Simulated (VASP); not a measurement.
# FeO (I4/mmm) in VASP: notebook

Aim: see how the results for FeO move with the level of theory and the settings. Levels: LDA+U, PBE+U. Tasks: single point.

All numbers are computed with VASP 6.6.1; they aren't measurements. Logs are shortened: lines on timing, memory, paths and dates and some standing lists are left out, and cuts for length are marked.

**1. The cell of the first run**

It takes space group I4/mmm (No. 139, tetragonal). The conventional cell has a = 3.204 Å, b = 3.204 Å, c = 4.167 Å, α = 90.00°, β = 90.00°, γ = 90.00°. Within 2.8 Å of Fe (site symmetry 4/mmm) lie 6 O at 2.08 to 2.27 Å. O (site symmetry 4/mmm) has 6 Fe at 2.08 to 2.27 Å within 2.8 Å.

**2. Single point, LDA+U, collinear spin, ferromagnetic start**

The input, POSCAR:

```
FeO
1.0
   -1.6021034130      1.6021034130      2.0833922500
    1.6021034130     -1.6021034130      2.0833922500
    1.6021034130      1.6021034130     -2.0833922500
Fe O
1 1
Direct
    0.0000000000      0.0000000000      0.0000000000
    0.5000000000      0.5000000000      0.0000000000
```

The input, INCAR.step1:

```
ALGO = Normal
EDIFF = 1E-6
ENCUT = 520
ISIF = 2
ISMEAR = -1
ISPIN = 2
LASPH = T
LCHARG = T
LDAU = T
LDAUJ = 0 0
LDAUL = 2 -1
LDAUPRINT = 1
LDAUTYPE = 2
LDAUU = 6 0
LMAXMIX = 4
LREAL = F
LWAVE = F
MAGMOM = 3 0
NBANDS = 18
NELM = 150
PREC = Accurate
SIGMA = 0.05
```

The input, KPOINTS.step1:

```
k-points
0
Gamma
  12 12 12
```

The input, INCAR.step2:

```
ALGO = Normal
EDIFF = 1E-6
ENCUT = 520
ICHARG = 11
ISIF = 2
ISMEAR = -5
ISPIN = 2
LASPH = T
LCHARG = F
LDAU = T
LDAUJ = 0 0
LDAUL = 2 -1
LDAUPRINT = 1
LDAUTYPE = 2
LDAUU = 6 0
LMAXMIX = 4
LORBIT = 11
LREAL = F
LWAVE = F
MAGMOM = 3 0
NBANDS = 18
NEDOS = 2001
NELM = 150
PREC = Accurate
SIGMA = 0.05
```

The input, KPOINTS.step2:

```
k-points
0
Gamma
  18 18 18
```

Potentials or basis: VASP PAW LDA potentials, release 64 (Fe, O).

The run is started by

```
> cat potpaw_LDA.64/Fe/POTCAR potpaw_LDA.64/O/POTCAR > POTCAR
> cp INCAR.step1 INCAR
> cp KPOINTS.step1 KPOINTS
> mpirun -np 1 vasp_std > vasp.out
> cp INCAR.step2 INCAR
> cp KPOINTS.step2 KPOINTS
> mpirun -np 1 vasp_std > vasp.out
```

OUTCAR:

```text
EDIFF = 1E-6
   ENCUT = 520
   ICHARG = 11
   ISIF = 2
   ISMEAR = -5
   ISPIN = 2
   LASPH = T
   LORBIT = 11
   LREAL = F
   NELM = 150
   PREC = Accurate

 ion  position               nearest neighbor table
   1  0.000  0.000  0.000-   2 2.08   2 2.08   2 2.27   2 2.27   2 2.27   2 2.27
   2  0.500  0.500  0.000-   1 2.08   1 2.08   1 2.27   1 2.27   1 2.27   1 2.27

  LATTYP: Found a body centered tetragonal cell.
 ALAT       =     3.2042068260
 C/A-ratio  =     1.3004105934

  Lattice vectors:

 A1 = (  -1.6021034130,   1.6021034130,   2.0833922500)
 A2 = (   1.6021034130,  -1.6021034130,   2.0833922500)
 A3 = (   1.6021034130,   1.6021034130,  -2.0833922500)

Analysis of symmetry for initial positions (statically):
=====================================================================
 Subroutine PRICEL returns:
 Original cell was already a primitive cell.

 Routine SETGRP: Setting up the symmetry group for a
 body centered tetragonal supercell.

 Subroutine GETGRP returns: Found 16 space group operations
 (whereof 16 operations were pure point group operations)
 out of a pool of 16 trial point group operations.

The static configuration has the point symmetry D_4h.

Analysis of symmetry for dynamics (positions and initial velocities):
=====================================================================
 Subroutine PRICEL returns:
 Original cell was already a primitive cell.

 Routine SETGRP: Setting up the symmetry group for a
 body centered tetragonal supercell.

 Subroutine GETGRP returns: Found 16 space group operations
 (whereof 16 operations were pure point group operations)
 out of a pool of 16 trial point group operations.

The dynamic configuration has the point symmetry D_4h.

Analysis of structural, dynamic, and magnetic symmetry:
=====================================================================
 Subroutine PRICEL returns:
 Original cell was already a primitive cell.

 Routine SETGRP: Setting up the symmetry group for a
 body centered tetragonal supercell.

 Subroutine GETGRP returns: Found 16 space group operations
 (whereof 16 operations were pure point group operations)
 out of a pool of 16 trial point group operations.

The overall configuration has the point symmetry D_4h.

 Subroutine INISYM returns: Found 16 space group operations
 (whereof 16 operations are pure point group operations),
 and found     1 'primitive' translations

----------------------------------------------------------------------------------------

                                     Primitive cell

  volume of cell :      21.3901

  direct lattice vectors                    reciprocal lattice vectors
    -1.602103413  1.602103413  2.083392250     0.000000000  0.312089717  0.239993213
     1.602103413 -1.602103413  2.083392250     0.312089717  0.000000000  0.239993213
     1.602103413  1.602103413 -2.083392250     0.312089717  0.312089717  0.000000000

  length of vectors
     3.077985373  3.077985373  3.077985373     0.393696245  0.393696245  0.441361510

  position of ions in fractional coordinates (direct lattice)
     0.000000000  0.000000000  0.000000000
     0.500000000  0.500000000  0.000000000

  ion indices of the primitive-cell ions
   primitive index   ion index
                 1           1
                 2           2

[... 70 lines left out ...]
   LASPH  =      T    aspherical Exc in radial PAW
   ENCUT  =  520.0 eV  38.22 Ry    6.18 a.u.   5.72  5.72  5.72*2*pi/ulx,y,z
   NELM   =    150;   NELMIN=  2; NELMDL=  0     # of ELM steps
   EDIFF  = 0.1E-05   stopping-criterion for ELM
   LREAL  =      F    real-space projection
   EDIFFG = 0.1E-04   stopping-criterion for IOM
   NSW    =      0    number of steps for IOM
   IBRION =     -1    ionic relax: 0-MD 1-quasi-New 2-CG
   NFREE  =      0    steps in history (QN), initial steepest desc. (CG)
   ISIF   =      2    stress and relaxation
   ISYM   =      2    0-nonsym 1-usesym 2-fastsym
   POTIM  = 0.5000    time-step for ionic-motion
   TEBEG  =    0.0;   TEEND  =   0.0 temperature during run
[... 45 lines left out ...]
  o =  0.3238  v =  0.0000  0.0000  0.0000  0.0000  0.0000  0.0000 -0.3544 -0.0000 -0.9351 -0.0000      0.0000  0.0000  0.0000  0.0000  0.0000  0.0000  0.0000  0.0000  0.0000  0.0000
  o =  0.3238  v =  0.0000  0.0000  0.0000  0.0000  0.0000  0.0000 -0.9351 -0.0000  0.3544 -0.0000      0.0000  0.0000  0.0000  0.0000  0.0000  0.0000  0.0000  0.0000  0.0000  0.0000
  o =  0.9710  v =  0.0000  0.0000  0.0000  0.0000 -1.0000  0.0000  0.0000  0.0000  0.0000  0.0000      0.0000  0.0000  0.0000  0.0000  0.0000  0.0000  0.0000  0.0000  0.0000  0.0000
  o =  0.9765  v =  0.0000  0.5981 -0.0000 -0.8014 -0.0000  0.0000  0.0000  0.0000  0.0000  0.0000      0.0000  0.0000  0.0000  0.0000  0.0000  0.0000  0.0000  0.0000  0.0000  0.0000
  o =  0.9765  v =  0.0000 -0.8014 -0.0000 -0.5981 -0.0000  0.0000  0.0000  0.0000  0.0000  0.0000      0.0000  0.0000  0.0000  0.0000  0.0000  0.0000  0.0000  0.0000  0.0000  0.0000
  o =  1.0101  v =  1.0000  0.0000  0.0000  0.0000  0.0000  0.0000  0.0000  0.0000  0.0000  0.0000      0.0000  0.0000  0.0000  0.0000  0.0000  0.0000  0.0000  0.0000  0.0000  0.0000
  o =  1.0327  v =  0.0000  0.0000  1.0000 -0.0000  0.0000  0.0000  0.0000  0.0000  0.0000  0.0000      0.0000  0.0000  0.0000  0.0000  0.0000  0.0000  0.0000  0.0000  0.0000  0.0000

 number of electron      14.0000002 magnetization       4.0147025

 Free energy of the ion-electron system (eV)
  ---------------------------------------------------
  ext. energy  EPLUGINS =         0.00000000
  ---------------------------------------------------
  free energy    TOTEN  =       -13.29678993 eV

  energy without entropy =      -13.29678993  energy(sigma->0) =      -13.29678993

 E-fermi :   5.8860     XC(G=0): -12.2503

 val. band max:        5.9104368654   @ k =   0.2222   0.2222  -0.0000
 cond. band min:       5.8313433688   @ k =  -0.0556   0.0556   0.0000
 fundamental gap:     -0.0790934966
 Fermi energy:         5.8860392766

 spin component 1

 k-point     1 :       0.0000    0.0000    0.0000
  band No.  band energies     occupation
      1     -14.4779      1.00000
      2      -1.8041      1.00000
      3      -1.6689      1.00000
      4      -1.5845      1.00000
      5      -1.5845      1.00000
      6      -1.4426      1.00000
[... 1001 lines left out ...]
     17      30.3489      0.00000
     18      32.7768      0.00000

 [... further k-points ...]

------------------------ aborting loop because EDIFF is reached ----------------------------------------

  FORCE on cell =-STRESS in cart. coord.  units (eV):
  Direction    XX          YY          ZZ          XY          YZ          ZX
  --------------------------------------------------------------------------------------
  -------------------------------------------------------------------------------------
  Total       -3.3290527     -3.3290527     -2.4267825      0.0000000      0.0000000      0.0000000
  in kB     -249.3556017   -249.3556017   -181.7729720      0.0000000      0.0000000      0.0000000
  external PRESSURE =    -226.8280585 kB  Pullay stress =       0.0000000 kB

 VOLUME and BASIS-vectors are now :
 -----------------------------------------------------------------------------
  energy-cutoff  :      520.00
  volume of cell :       21.39
      direct lattice vectors                 reciprocal lattice vectors
    -1.602103413  1.602103413  2.083392250     0.000000000  0.312089717  0.239993213
     1.602103413 -1.602103413  2.083392250     0.312089717  0.000000000  0.239993213
     1.602103413  1.602103413 -2.083392250     0.312089717  0.312089717  0.000000000

 POSITION                                       TOTAL-FORCE (eV/Angst)
 -----------------------------------------------------------------------------------
      0.00000      0.00000      0.00000         0.000000     -0.000000      0.000000
      0.00000      0.00000      2.08339        -0.000000      0.000000      0.000000
 -----------------------------------------------------------------------------------
    total drift:                               -0.000000      0.000000     -0.000000

  FREE ENERGIE OF THE ION-ELECTRON SYSTEM (eV)
  ---------------------------------------------------
  free  energy   TOTEN  =       -13.2967899289 eV

  energy  without entropy=      -13.2967899289  energy(sigma->0) =      -13.29678993

 total charge

# of ion       s       p       d       tot
------------------------------------------
    1        0.294   0.345   6.065   6.704
    2        1.541   3.409   0.000   4.949
--------------------------------------------------
tot          1.834   3.754   6.065  11.653

 magnetization (x)

# of ion       s       p       d       tot
------------------------------------------
    1        0.025   0.018   3.838   3.881
    2        0.016   0.149   0.000   0.165
--------------------------------------------------
tot          0.041   0.167   3.838   4.046
```

Wall time 7.2 min (1 thread of Intel Xeon 8259CL, shared host); peak memory 0.41 GiB.

What came out:

| Item | Value |
| --- | --- |
| Net moment | 4.01 μB per cell |
| Site moments | Fe +3.88; O +0.17 μB |
| Valence electrons inside the program's atomic spheres | Fe 6.70; O 4.95 |

Eigenvalues of the final occupation matrices:
```
    site  spin  trace               eigenvalues
site 1 d     1   4.97  0.97 0.98 0.98 1.01 1.03
site 1 d     2   1.12  0.08 0.11 0.28 0.32 0.32
```

Caveat: a cell with one magnetic atom can't hold antiferromagnetic order, which such compounds often take.

**3. Single point, PBE+U, collinear spin, ferromagnetic start**

This run uses another cell than the first one: it holds 4 atoms, not 2.

The input, INCAR:

```
SYSTEM = FeO
  PREC = Accurate
  ENCUT = 600
  EDIFF = 1E-6
  ISMEAR = -1
  SIGMA = 0.05
  LREAL = .FALSE.
  LASPH = .TRUE.
  NELM = 200
  ALGO = Normal
  ISIF = 2
  LWAVE = .FALSE.
  LCHARG = .TRUE.
  ISPIN = 2
  MAGMOM = 3 3 0 0
  LORBIT = 11
  LMAXMIX = 4
  LDAU = .TRUE.
  LDAUTYPE = 2
  LDAUL = 2 -1
  LDAUU = 4 0
  LDAUJ = 0 0
  LDAUPRINT = 1
  GGA = PE
  LELF = .TRUE.
  LVHAR = .TRUE.
  NBANDS = 26
  GGA_COMPAT = .FALSE.
```

The input, KPOINTS:

```
Automatic mesh
0
G
  8 8 8
  0 0 0
```

The input, POSCAR:

```
FeO
1.0
   -1.6021034130      1.6021034130      2.0833922500
    1.6021034130     -1.6021034130      2.0833922500
    3.2042068260      3.2042068260     -4.1667845000
Fe O
2 2
Direct
    0.0000000000      0.0000000000      0.0000000000
    0.0000000000      0.0000000000      0.5000000000
    0.5000000000      0.5000000000      0.0000000000
    0.5000000000      0.5000000000      0.5000000000
```

Potentials or basis: VASP PAW PBE potentials, release 64 (Fe, O).

The run is started by

```
> cat potpaw_PBE.64/Fe/POTCAR potpaw_PBE.64/O/POTCAR > POTCAR
> mpirun -np 1 vasp_std > vasp.out
```

Run time: 14 min. Hardware: 1 thread of Oxide Virtual Turin-like, shared host; peak memory 0.34 GiB.

Results (log left out):

```
Free energy                                           : -25.7652 eV
Pressure                                              : -8.6 GPa
Band gap on the k mesh                                : zero (filled and empty bands overlap)
Net moment                                            : 8.01 μB per cell
Site moments                                          : Fe +3.81; O +0.20 μB
Valence electrons inside the program's atomic spheres : Fe 6.66; O 4.98
```

Stress tensor (GPa, compression positive):
```
-11.91   0.02   0.00
  0.02 -11.91   0.00
  0.00   0.00  -2.04
```

Levels at points of the mesh, in eV from the Fermi level:
Spin up:
```tsv
k point	band 14	band 15	band 16	band 17	band 18	band 19	band 20	band 21	band 22	band 23
(0.00, 0.00, 0.00)	-5.11	-4.66	-4.02	-3.81	-3.81	-0.63	4.26	7.58	9.34	13.11
(0.50, 0.00, 0.00)	-4.62	-2.21	-2.21	-1.65	-1.65	3.42	3.42	7.38	7.38	10.67
(0.50, 0.50, 0.00)	-5.39	-5.18	-5.18	-5.11	-4.66	4.26	4.34	7.58	8.27	8.67
(0.00, 0.00, 0.50)	-4.22	-4.16	-4.16	-3.92	-3.92	2.83	2.83	10.11	10.11	10.57
(0.50, 0.00, 0.50)	-4.46	-3.94	-3.94	-1.88	-1.88	4.69	4.69	7.98	7.98	8.66
(0.50, 0.50, 0.50)	-5.18	-5.04	-5.04	-3.64	-3.64	6.23	6.23	7.54	7.54	8.71
```
Spin down:
```csv
k point,band 6,band 7,band 8,band 9,band 10,band 11,band 12,band 13,band 14,band 15
"(0.00, 0.00, 0.00)",-3.69,-3.41,-3.41,-2.00,-0.87,-0.85,-0.27,-0.25,0.66,0.74
"(0.50, 0.00, 0.00)",-4.98,-4.92,-4.92,0.37,0.37,0.42,0.42,0.54,0.54,2.83
"(0.50, 0.50, 0.00)",-4.78,-4.78,-4.26,-1.98,-1.82,0.56,0.59,0.64,0.74,1.42
"(0.00, 0.00, 0.50)",-4.40,-3.98,-3.98,-1.46,-1.46,0.16,0.16,0.51,0.51,1.02
"(0.50, 0.00, 0.50)",-5.50,-4.89,-4.89,0.16,0.16,0.36,0.36,0.41,0.41,1.48
"(0.50, 0.50, 0.50)",-6.08,-5.24,-5.24,-0.29,-0.29,-0.07,-0.07,0.60,0.60,1.88
```

Eigenvalues of the final occupation matrices:
```
    site  spin  trace               eigenvalues
site 1 d     1   4.91  0.96 0.97 0.97 1.00 1.01
site 1 d     2   1.15  0.08 0.12 0.26 0.34 0.34
site 2 d     1   4.91  0.96 0.97 0.97 1.00 1.01
site 2 d     2   1.15  0.08 0.12 0.26 0.34 0.34
```

Caveat: the stress differs along the axes, from -12 to -2 GPa; the run started ferromagnetic, and an antiferromagnetic order may lie lower in energy.

**4. Single point, PBE+U, collinear spin, antiferromagnetic start**

This run uses another cell than the first one: it holds 4 atoms, not 2.

The input, INCAR:

```
PREC = Accurate
ENCUT = 600
EDIFF = 1E-6
ISMEAR = -1
SIGMA = 0.05
LREAL = F
LASPH = T
NELM = 200
ALGO = Normal
ISIF = 2
LWAVE = F
LCHARG = T
ISPIN = 2
MAGMOM = 3 -3 0 0
LORBIT = 11
LMAXMIX = 4
LDAU = T
LDAUTYPE = 2
LDAUL = 2 -1
LDAUU = 4 0
LDAUJ = 0 0
LDAUPRINT = 1
GGA = PE
LELF = T
LVHAR = T
NBANDS = 26
GGA_COMPAT = F
```

The input, KPOINTS:

```
Automatic mesh
0
Gamma
  8 8 8
```

POSCAR is that of step 3.

The run is started by

```
> cat potpaw_PBE.64/Fe/POTCAR potpaw_PBE.64/O/POTCAR > POTCAR
> mpirun -np 1 vasp_std > vasp.out
```

Run time: 11 min. Hardware: 1 thread of Oxide Virtual Turin-like, shared host; peak memory 0.33 GiB.

The run converged. Its results:

```
Free energy                                           : -27.1213 eV
Pressure                                              : -0.9 GPa
Band gap on the k mesh                                : 0.96 eV
Net moment                                            : 0.00 μB per cell
Site moments                                          : Fe +3.76, -3.76; O +0.08, -0.08 μB
Valence electrons inside the program's atomic spheres : Fe 6.71; O 5.00
```

Stress tensor (GPa, compression positive):
```
-0.14 -0.32  0.00
-0.32 -0.14  0.00
 0.00  0.00 -2.53
```

Levels at points of the mesh, in eV from the valence-band top:
Spin up:
| k point | band 10 | band 11 | band 12 | band 13 | band 14 | band 15 | band 16 | band 17 | band 18 | band 19 |
| --- | --- | --- | --- | --- | --- | --- | --- | --- | --- | --- |
| (0.00, 0.00, 0.00) | -3.03 | -2.61 | -2.19 | -2.17 | -0.92 | 0.96 | 1.41 | 2.64 | 2.88 | 3.64 |
| (0.50, 0.00, 0.00) | -2.83 | -2.31 | -1.05 | -0.59 | 0.00 | 3.35 | 3.35 | 4.45 | 4.95 | 5.14 |
| (0.50, 0.50, 0.00) | -3.70 | -3.56 | -3.54 | -3.02 | -1.24 | 2.17 | 2.83 | 3.67 | 3.97 | 5.84 |
| (0.00, 0.00, 0.50) | -3.04 | -2.72 | -2.49 | -1.87 | -0.56 | 1.38 | 2.58 | 3.07 | 3.39 | 4.34 |
| (0.50, 0.00, 0.50) | -3.59 | -3.04 | -2.09 | -0.79 | -0.43 | 3.12 | 3.18 | 3.43 | 4.81 | 6.41 |
| (0.50, 0.50, 0.50) | -3.93 | -3.69 | -2.65 | -1.87 | -1.01 | 2.49 | 3.06 | 3.67 | 4.56 | 7.68 |
Spin down:
```csv
k point,band 10,band 11,band 12,band 13,band 14,band 15,band 16,band 17,band 18,band 19
"(0.00, 0.00, 0.00)",-3.03,-2.61,-2.19,-2.17,-0.92,0.96,1.41,2.64,2.88,3.64
"(0.50, 0.00, 0.00)",-2.83,-2.31,-1.05,-0.59,0.00,3.35,3.35,4.45,4.95,5.14
"(0.50, 0.50, 0.00)",-3.70,-3.56,-3.54,-3.02,-1.24,2.17,2.83,3.67,3.97,5.84
"(0.00, 0.00, 0.50)",-3.04,-2.72,-2.49,-1.87,-0.56,1.38,2.58,3.07,3.39,4.34
"(0.50, 0.00, 0.50)",-3.59,-3.04,-2.09,-0.79,-0.43,3.12,3.18,3.43,4.81,6.41
"(0.50, 0.50, 0.50)",-3.93,-3.69,-2.65,-1.87,-1.01,2.49,3.06,3.67,4.56,7.68
```

Eigenvalues of the final occupation matrices:
```tsv
site	spin	trace	eigenvalues
site 1 d	1	4.91	0.96 0.97 0.97 1.00 1.02
site 1 d	2	1.21	0.03 0.03 0.07 0.13 0.95
site 2 d	1	1.21	0.03 0.03 0.07 0.13 0.95
site 2 d	2	4.91	0.96 0.97 0.97 1.00 1.02
```

A k mesh can miss the band edges. The state reached can hang on the start; a lower one may exist.

**5. Overview**

```tsv
level	potentials or basis	spin	U	cell	k mesh	cutoff (eV)	k mesh for the DOS	occupations for the DOS	gap on the mesh (eV)	pressure (GPa)	moment (μB)
LDA+U	VASP PAW LDA potentials, release 64 (Fe, O)	collinear, ferromagnetic start	Fe d U = 6.0 eV	a = 3.078 Å, angles 117.3, 117.3, 94.8°, 2 atoms, atomic positions A	12 × 12 × 12	520	18 × 18 × 18	tetrahedron	-	-	4.01
PBE+U	VASP PAW PBE potentials, release 64 (Fe, O)	collinear, ferromagnetic start	Fe d U = 4.0 eV	a = 3.078, b = 3.078, c = 6.156 Å, angles 117.3, 117.3, 94.8°, 4 atoms, atomic positions B	8 × 8 × 8	600	-	-	none	-8.6	8.01
PBE+U	VASP PAW PBE potentials, release 64 (Fe, O)	collinear, antiferromagnetic start	Fe d U = 4.0 eV	a = 3.078, b = 3.078, c = 6.156 Å, angles 117.3, 117.3, 94.8°, 4 atoms, atomic positions B	8 × 8 × 8	600	-	-	0.96	-0.9	0.00
```

Alike in all rows: task single point; smearing fermi-dirac 0.05 eV.

Caveats: a cell with one magnetic atom can't hold antiferromagnetic order, which such compounds often take (at least some runs); the stress differs along the axes, from -12 to -2 GPa (at least some runs); the run started ferromagnetic, and an antiferromagnetic order may lie lower in energy (at least some runs).

Total energies depend on the potentials used, so only differences within one code and one set of settings carry meaning.
